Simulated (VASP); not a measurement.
Here is a VASP 6.6.1 calculation.

File POSCAR:

```
B3P
1.0
    2.8355780000      0.0000000000      0.0000000000
    1.4177890000     -8.3604360000      0.0000000000
    0.0000000000      0.0000000000     -2.8412870000
P B
2 6
Direct
    0.1703800000      0.6592400000      0.7500000000
    0.8296200000      0.3407600000      0.2500000000
    0.2943200000      0.4113600000      0.7500000000
    0.7056800000      0.5886400000      0.2500000000
    0.4279200000      0.1441600000      0.2500000000
    0.5720800000      0.8558400000      0.7500000000
    0.0720500000      0.8559000000      0.2500000000
    0.9279500000      0.1441000000      0.7500000000
```

File INCAR.step1:

```
SYSTEM = B3P
PREC = Accurate
ENCUT = 520
ISMEAR = -1
SIGMA = 0.1
LREAL = .False.
LASPH = .True.
NELM = 80
NBANDS = 24
GGA = PE
ALGO = Normal
EDIFF = 1E-4
LWAVE = .True.
LCHARG = .False.
```

The input INCAR.step2:

```
SYSTEM = B3P
PREC = Accurate
ENCUT = 520
EDIFF = 1E-6
ISMEAR = -1
SIGMA = 0.1
LREAL = .False.
LASPH = .True.
NELM = 80
ALGO = Normal
ISIF = 2
LWAVE = .False.
LCHARG = .True.
METAGGA = R2SCAN
LMIXTAU = .True.
LELF = .True.
LVHAR = .True.
NBANDS = 24
ISTART = 1
```

KPOINTS

```
Automatic mesh
0
Gamma
  7 7 7
  0 0 0
```

Potentials or basis: VASP PAW PBE potentials, release 64 (P, B).

Run with:

```sh
$ cat potpaw_PBE.64/P/POTCAR potpaw_PBE.64/B/POTCAR > POTCAR
$ cp INCAR.step1 INCAR
$ mpirun -np 1 vasp_std > vasp.out
$ cp INCAR.step2 INCAR
$ mpirun -np 1 vasp_std > vasp.out
```

(1) What does it give for the band gap on the k mesh?

(2) What does it give for the pressure?

Results:

(1) zero (bands 14 and 15 overlap by 4.32 eV).

(2) 4.8 GPa.

Caveat: the cell stands under pressure; the PAW data sets were made with another functional, which shifts forces and pressure a little.
